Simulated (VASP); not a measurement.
# Ge (P-6) in VASP: further runs

Ge is run at these levels: PBE; tasks: single point, relaxation of cell and atoms.

Everything below comes from runs of VASP 6.6.1. Logs are shortened: lines on timing, memory, paths and dates and some standing lists are left out, and cuts for length are marked.

## (1) The cell of the first run

Symmetry: P-6, No. 174, hexagonal system. The conventional cell has a = 4.375 Å, b = 4.375 Å, c = 3.771 Å, α = 90.00°, β = 90.00°, γ = 120.00°. Within 2.8 Å of Ge (site symmetry m) lie 4 Ge at 2.15 to 2.54 Å.

## (2) Single point, PBE

INCAR reads:

```
  ALGO = Normal
  EDIFF = 1E-6
  ENCUT = 520
  GGA = PE
  ISIF = 2
  ISMEAR = 0
  LASPH = True
  LCHARG = False
  LREAL = False
  LWAVE = False
  NBANDS = 28
  NELM = 80
  PREC = Accurate
  SIGMA = 0.1
```

KPOINTS reads:

```
k-points
0
Gamma
  6 6 4
```

POSCAR reads:

```
Ge
1.0
    4.3747582100      0.0000000000      0.0000000000
   -2.1873791000      3.7886517400      0.0000000000
    0.0000000000      0.0000000000      3.7712437600
Ge
3
Direct
    0.6987553900      0.7387688800      0.5000000000
    0.2612311200      0.9599865000      0.5000000000
    0.0400135000      0.3012446100      0.5000000000
```

Potentials or basis: VASP PAW PBE potentials, release 64 (Ge_d).

Launch:

```console
> cat potpaw_PBE.64/Ge_d/POTCAR > POTCAR
> mpirun -np 1 vasp_std > vasp.out
```

OUTCAR:

```text
EDIFF = 1E-6
   ENCUT = 520
   GGA = PE
   ISIF = 2
   ISMEAR = 0
   LASPH = True
   LREAL = False
   NELM = 80
   PREC = Accurate

 ion  position               nearest neighbor table
   1  0.699  0.739  0.500-   3 2.15   2 2.15   2 2.54   3 2.54
   2  0.261  0.960  0.500-   3 2.15   1 2.15   3 2.54   1 2.54
   3  0.040  0.301  0.500-   1 2.15   2 2.15   2 2.54   1 2.54

  LATTYP: Found a hexagonal cell.
 ALAT       =     4.3747582100
 C/A-ratio  =     0.8620462158

  Lattice vectors:

 A1 = (   4.3747582100,   0.0000000000,   0.0000000000)
 A2 = (  -2.1873791000,   3.7886517400,   0.0000000000)
 A3 = (   0.0000000000,   0.0000000000,   3.7712437600)

Analysis of symmetry for initial positions (statically):
=====================================================================
 Subroutine PRICEL returns:
 Original cell was already a primitive cell.

 Routine SETGRP: Setting up the symmetry group for a
 hexagonal supercell.

 Subroutine GETGRP returns: Found  6 space group operations
 (whereof  6 operations were pure point group operations)
 out of a pool of 24 trial point group operations.

The static configuration has the point symmetry C_3h.

Analysis of symmetry for dynamics (positions and initial velocities):
=====================================================================
 Subroutine PRICEL returns:
 Original cell was already a primitive cell.

 Routine SETGRP: Setting up the symmetry group for a
 hexagonal supercell.

 Subroutine GETGRP returns: Found  6 space group operations
 (whereof  6 operations were pure point group operations)
 out of a pool of 24 trial point group operations.

The dynamic configuration has the point symmetry C_3h.

 Subroutine INISYM returns: Found  6 space group operations
 (whereof  6 operations are pure point group operations),
 and found     1 'primitive' translations

----------------------------------------------------------------------------------------

                                     Primitive cell

  volume of cell :      62.5062

  direct lattice vectors                    reciprocal lattice vectors
     4.374758210  0.000000000  0.000000000     0.228584062  0.131973069  0.000000000
    -2.187379100  3.788651740  0.000000000     0.000000000  0.263946139  0.000000000
     0.000000000  0.000000000  3.771243760     0.000000000  0.000000000  0.265164509

  length of vectors
     4.374758210  4.374758203  3.771243760     0.263946139  0.263946139  0.265164509

  position of ions in fractional coordinates (direct lattice)
     0.698755390  0.738768880  0.500000000
     0.261231120  0.959986500  0.500000000
     0.040013500  0.301244610  0.500000000

  ion indices of the primitive-cell ions
   primitive index   ion index
                 1           1
                 2           2
                 3           3

----------------------------------------------------------------------------------------

 KPOINTS: k-points

Automatic generation of k-mesh.
 Grid dimensions read from file:
 generate k-points for:    6    6    4

 Generating k-lattice:

  Cartesian coordinates                     Fractional coordinates (reciprocal lattice)
     0.038097344  0.021995512  0.000000000     0.166666667  0.000000000  0.000000000
     0.000000000  0.043991023  0.000000000     0.000000000  0.166666667  0.000000000
     0.000000000  0.000000000  0.066291127     0.000000000  0.000000000  0.250000000

  Length of vectors
     0.043991023  0.043991023  0.066291127

  Shift w.r.t. Gamma in fractional coordinates (k-lattice)
     0.000000000  0.000000000  0.000000000

 Subroutine IBZKPT returns following result:
 ===========================================

 Found     24 irreducible k-points:

 Following reciprocal coordinates:
            Coordinates               Weight
  0.000000  0.000000  0.000000      1.000000
  0.166667 -0.000000  0.000000      6.000000
  0.333333 -0.000000  0.000000      6.000000
  0.500000 -0.000000  0.000000      3.000000
  0.166667  0.166667  0.000000      6.000000
  0.333333  0.166667  0.000000      6.000000
[... 16 lines left out ...]
 -0.333333  0.500000  0.500000      6.000000
  0.333333  0.333333  0.500000      2.000000
   k-points           NKPTS =     24   k-points in BZ     NKDIM =     24   number of bands    NBANDS=     28
   number of dos      NEDOS =    301   number of ions     NIONS =      3
   total plane-waves  NPLWV =  36288
   dimension x,y,z NGX =    36 NGY =   36 NGZ =   28
   dimension x,y,z NGXF=    72 NGYF=   72 NGZF=   56
   ions per type =               3
   NGX,Y,Z   is equivalent  to a cutoff of  13.68, 13.68, 12.34 a.u.
   NGXF,Y,Z  is equivalent  to a cutoff of  27.36, 27.36, 24.69 a.u.
 SYSTEM =  unknown system
   PREC   = accura    normal or accurate (medium, high low for compatibility)
   ISTART =      0    job   : 0-new  1-cont  2-samecut
   ICHARG =      2    charge: 1-file 2-atom 10-const
   ISPIN  =      1    spin polarized calculation?
   LNONCOLLINEAR =      F non collinear calculations
   LSORBIT =      F    spin-orbit coupling
   LASPH  =      T    aspherical Exc in radial PAW
   ENCUT  =  520.0 eV  38.22 Ry    6.18 a.u.   8.13  8.13  7.01*2*pi/ulx,y,z
   NELM   =     80;   NELMIN=  2; NELMDL= -5     # of ELM steps
   EDIFF  = 0.1E-05   stopping-criterion for ELM
   LREAL  =      F    real-space projection
   EDIFFG = 0.1E-04   stopping-criterion for IOM
   NSW    =      0    number of steps for IOM
   IBRION =     -1    ionic relax: 0-MD 1-quasi-New 2-CG
   NFREE  =      0    steps in history (QN), initial steepest desc. (CG)
   ISIF   =      2    stress and relaxation
   ISYM   =      2    0-nonsym 1-usesym 2-fastsym
   POTIM  = 0.5000    time-step for ionic-motion
   TEBEG  =    0.0;   TEEND  =   0.0 temperature during run
   PSTRESS=    0.0 pullay stress
   NELECT =      42.0000    total number of electrons
   NUPDOWN=      -1.0000    fix difference up-down
   EMIN   =  10.00;   EMAX   =-10.00  energy-range for DOS
   EFERMI =   0.00;   METHOD = LEGACY
   ISMEAR =     0;   SIGMA  =   0.10  broadening in eV -4-tet -1-fermi 0-gaus
   EFERMI_NEDOS =   21; number of points for ismear=-14 and -15
   IALGO  =     38    algorithm
   IMIX   =      4    mixing-type and parameters
     AMIX     =   0.40;   BMIX     =  1.00
     AMIX_MAG =   1.60;   BMIX_MAG =  1.00
  volume/ion in A,a.u.               =      20.84       140.60
  Fermi-wavevector in a.u.,A,eV,Ry     =   1.433893  2.709665 27.974256  2.056050
  Thomas-Fermi vector in A             =   2.553361
   LORBIT       =      0    0 simple, 1 ext, 2 COOP (PROOUT), +10 PAW based schemes
   GGA     = PE    functional components
   LHFCALC =     F    Hartree Fock is set to
   AEXX    =    0.0000 exact exchange contribution
   IVDW    =     0    specifies the selected vdW correction
   LEPSILON=     F    determine dielectric tensor
   LRPA    =     F    only Hartree local field effects (RPA)
 non-spin polarized calculation
 Gauss-broadening in eV      SIGMA  =   0.10
  energy-cutoff  :      520.00
  volume of cell :       62.51
 maximum number of plane-waves:      1706
 NGX is ok and might be reduce to    36
   NGX = 17   NGY = 17   NGZ = 15

 number of electron      41.9999967 magnetization

 Free energy of the ion-electron system (eV)
  ---------------------------------------------------
  ext. energy  EPLUGINS =         0.00000000
  ---------------------------------------------------
  free energy    TOTEN  =        -8.69562265 eV

  energy without entropy =       -8.69085433  energy(sigma->0) =       -8.69323849

 E-fermi :   5.7301     XC(G=0): -10.3290

 val. band max:        5.6496662842   @ k =   0.1667   0.1667   0.5000
 cond. band min:       5.7587286367   @ k =   0.3333   0.3333   0.2500
 fundamental gap:      0.1090623525
 Fermi energy:         5.7301272276

 k-point     1 :       0.0000    0.0000    0.0000
  band No.  band energies     occupation
      1     -19.9618      2.00000
      2     -19.7925      2.00000
      3     -19.7925      2.00000
      4     -19.6545      2.00000
      5     -19.5201      2.00000
      6     -19.4862      2.00000
[... 20 lines left out ...]
     27      15.4209      0.00000
     28      16.9538      0.00000

 k-point     2 :       0.1667   -0.0000    0.0000
  band No.  band energies     occupation
      1     -19.9819      2.00000
      2     -19.8124      2.00000
      3     -19.7917      2.00000
      4     -19.6522      2.00000
      5     -19.5413      2.00000
      6     -19.4888      2.00000
[... 20 lines left out ...]
     27      15.4699      0.00000
     28      15.5080      0.00000

 k-point     3 :       0.3333   -0.0000    0.0000
  band No.  band energies     occupation
      1     -20.0180      2.00000
      2     -19.8655      2.00000
      3     -19.7918      2.00000
      4     -19.6451      2.00000
      5     -19.5389      2.00000
      6     -19.4913      2.00000
[... 20 lines left out ...]
     27      13.1742      0.00000
     28      14.4443      0.00000

 k-point     4 :       0.5000   -0.0000    0.0000
  band No.  band energies     occupation
      1     -20.0337      2.00000
      2     -19.8959      2.00000
      3     -19.7930      2.00000
      4     -19.6403      2.00000
      5     -19.5286      2.00000
      6     -19.4903      2.00000
[... 578 lines left out ...]
     27      14.4295      0.00000
     28      14.9484      0.00000

 k-point    23 :      -0.3333    0.5000    0.5000
  band No.  band energies     occupation
      1     -20.0370      2.00000
      2     -19.8990      2.00000
      3     -19.7867      2.00000
      4     -19.6431      2.00000
      5     -19.5107      2.00000
      6     -19.4932      2.00000
[... 20 lines left out ...]
     27      14.0985      0.00000
     28      14.9501      0.00000

 k-point    24 :       0.3333    0.3333    0.5000
  band No.  band energies     occupation
      1     -20.0494      2.00000
      2     -19.9150      2.00000
      3     -19.7861      2.00000
      4     -19.6377      2.00000
      5     -19.4888      2.00000
      6     -19.4824      2.00000
[... 20 lines left out ...]
     27      14.7819      0.00000
     28      15.1546      0.00000

------------------------ aborting loop because EDIFF is reached ----------------------------------------

  FORCE on cell =-STRESS in cart. coord.  units (eV):
  Direction    XX          YY          ZZ          XY          YZ          ZX
  --------------------------------------------------------------------------------------
  -------------------------------------------------------------------------------------
  Total       18.5021675     18.5021674      0.5213578      0.0000018      0.0000000      0.0000000
  in kB      474.2527359    474.2527346     13.3635886      0.0000464      0.0000000      0.0000000
  external PRESSURE =     320.6230197 kB  Pullay stress =       0.0000000 kB

 VOLUME and BASIS-vectors are now :
 -----------------------------------------------------------------------------
  energy-cutoff  :      520.00
  volume of cell :       62.51
      direct lattice vectors                 reciprocal lattice vectors
     4.374758210  0.000000000  0.000000000     0.228584062  0.131973069  0.000000000
    -2.187379100  3.788651740  0.000000000     0.000000000  0.263946139  0.000000000
     0.000000000  0.000000000  3.771243760     0.000000000  0.000000000  0.265164509

 POSITION                                       TOTAL-FORCE (eV/Angst)
 -----------------------------------------------------------------------------------
      1.44092      2.79894      1.88562        -3.858526     -5.605866     -0.000000
     -0.95703      3.63705      1.88562         6.784086     -0.538649      0.000000
     -0.48389      1.14131      1.88562        -2.925560      6.144515      0.000000
 -----------------------------------------------------------------------------------
    total drift:                               -0.000020      0.000012      0.000001

  FREE ENERGIE OF THE ION-ELECTRON SYSTEM (eV)
  ---------------------------------------------------
  free  energy   TOTEN  =        -8.6956226548 eV

  energy  without entropy=       -8.6908543328  energy(sigma->0) =       -8.69323849
```

It took 43 s on 1 thread of AMD EPYC 9R45 (Zen 5), shared host; peak memory 0.15 GiB.

Results:

```
Free energy            : -8.6956 eV
Pressure               : 32.1 GPa
Largest force          : 6.805 eV/Å
Band gap on the k mesh : zero (band 21 reaches 7.03 eV, above the bottom of band 22 at 3.18 eV)
```

Forces in eV/Å, atoms in the order of the input:
```
Ge  -3.859 -5.606  0.000
Ge   6.784 -0.539  0.000
Ge  -2.926  6.145  0.000
```

Stress tensor (GPa, compression positive):
```
47.43  0.00  0.00
 0.00 47.43  0.00
 0.00  0.00  1.34
```

Caveat: the k points lie up to 0.42 Å⁻¹ apart; forces of over 1 eV/Å act on the atoms, so gaps and moduli don't describe the material at rest.

(Continued in part 2 of 2.)
